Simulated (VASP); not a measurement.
Input of a VASP 6.6.1 run:

POSCAR

```
NaF
1.0
    0.0000000000      2.2972417820      2.2972417820
    2.2972417820      0.0000000000      2.2972417820
    2.2972417820      2.2972417820      0.0000000000
Na F
1 1
Direct
    0.0000000000      0.0000000000      0.0000000000
    0.5000000000      0.5000000000      0.5000000000
```

File INCAR.step1:

```
SYSTEM = NaF
  ALGO = Normal
  EDIFF = 1E-4
  ENCUT = 520
  GGA = PE
  ISMEAR = -1
  LASPH = .TRUE.
  LCHARG = .FALSE.
  LREAL = .FALSE.
  LWAVE = .TRUE.
  NBANDS = 14
  NELM = 60
  PREC = Accurate
  SIGMA = 0.02
```

File INCAR.step2:

```
SYSTEM = NaF
  ALGO = Normal
  EDIFF = 1E-6
  ENCUT = 520
  ISIF = 2
  ISMEAR = -1
  ISTART = 1
  LASPH = .TRUE.
  LCHARG = .FALSE.
  LMIXTAU = .TRUE.
  LREAL = .FALSE.
  LWAVE = .FALSE.
  METAGGA = R2SCAN
  NBANDS = 14
  NELM = 60
  PREC = Accurate
  SIGMA = 0.02
```

The input KPOINTS:

```
k-points
0
G
  8 8 8
  0 0 0
```

Potentials or basis: VASP PAW PBE potentials, release 64 (Na_pv, F).

Run with:

```sh
$ cat potpaw_PBE.64/Na_pv/POTCAR potpaw_PBE.64/F/POTCAR > POTCAR
$ cp INCAR.step1 INCAR
$ mpirun -np 1 vasp_std > vasp.out
$ cp INCAR.step2 INCAR
$ mpirun -np 1 vasp_std > vasp.out
```

**Question.** Estimate the band gap on the k mesh.

**Answer.** 7.32 eV, direct.

**Question.** Predict the pressure.

**Answer.** -0.8 GPa.

Caveat: the PAW data sets were made with another functional, which shifts forces and pressure a little. r2SCAN opens gaps a little over a GGA but as a rule still falls short of measured ones.
